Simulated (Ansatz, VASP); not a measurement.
One calculation of Sb2P3H, two programs

Contents of INCAR:

```
SYSTEM = Sb2P3H
  ALGO = Normal
  EDIFF = 1E-6
  ENCUT = 520
  GGA = PE
  ISIF = 2
  ISMEAR = 0
  LASPH = .True.
  LCHARG = .True.
  LELF = .True.
  LREAL = .False.
  LVHAR = .True.
  LWAVE = .False.
  NBANDS = 22
  NELM = 60
  PREC = Accurate
  SIGMA = 0.1
```

File KPOINTS:

```
k-points
0
Gamma
  6 6 4
  0 0 0
```

POSCAR

```
Sb2P3H
1.0
    4.6607148100      0.0000000000      0.0000000000
   -2.3303574000      4.0362974200      0.0000000000
    0.0000000000      0.0000000000      7.3923612900
Sb H P
2 1 3
Direct
    0.3333333300      0.6666666700      0.2492527400
    0.6666666700      0.3333333300      0.7507472600
    0.0000000000      0.0000000000      0.0000000000
    0.3333333300      0.6666666700      0.6510112900
    0.6666666700      0.3333333300      0.3489887100
    0.0000000000      0.0000000000      0.5000000000
```

Input for Ansatz:

```yaml
crystal:
  lattice:
    - [4.66071481, 0.0, 0.0]
    - [-2.3303574, 4.03629742, 0.0]
    - [0.0, 0.0, 7.39236129]
  atoms:
    - { symbol: Sb, position: [0.33333333, 0.66666667, 0.24925274] }
    - { symbol: Sb, position: [0.66666667, 0.33333333, 0.75074726] }
    - { symbol: H, position: [0.0, 0.0, 0.0] }
    - { symbol: P, position: [0.33333333, 0.66666667, 0.65101129] }
    - { symbol: P, position: [0.66666667, 0.33333333, 0.34898871] }
    - { symbol: P, position: [0.0, 0.0, 0.5] }
basis:
  ecutwfc: 420
kpoints:
  mp_grid: { grid: [6, 6, 4] }
hamiltonian:
  xc: pbe
scf:
  occupations: { method: gaussian, width: 0.1 }
  lower_state_search: "off"
output:
  forces: true
  stress: true
  eigenvalues: true
```

Change from the starting cell: species swapped into the Li3YSb2 type (P-3m1, No. 164).

Alike in both runs: task single point; functional PBE; k mesh 6 × 6 × 4; occupations gaussian, width 0.1 eV; no spin polarisation.

|  | VASP | Ansatz |
| --- | --- | --- |
| version | VASP 6.6.1 | Ansatz 0.2.0 |
| potentials or method | VASP PAW PBE potentials, release 64 (Sb, H, P), cutoff 520 eV | scalar-relativistic, plane waves, PAW |
| valence electrons in the cell | 26 | 46 |

Ansatz gave:

| Item | Value |
| --- | --- |
| gap on the k mesh at the Fermi level (eV) | none |
| pressure (GPa) | -6.6 |
| traceless stress, the component that is largest in VASP (GPa) | -1.16 |
| rms of the force components (eV/Å) | 0.234 |

**Question.** Estimate VASP's values.

**Answer.** gap on the k mesh at the Fermi level (eV): none; pressure (GPa): -6.7; traceless stress, the component that is largest in VASP (GPa): -1.16; rms of the force components (eV/Å): 0.238.

Atom by atom the forces differ by 0.004 eV/Å (rms over components). A gap of «none» marks a metal or a gap that the smearing closes. VASP's potentials hold 26 valence electrons a cell and Ansatz's 46, so a difference there can come from the potentials and not from the codes.

Neither program's run includes spin-orbit coupling.
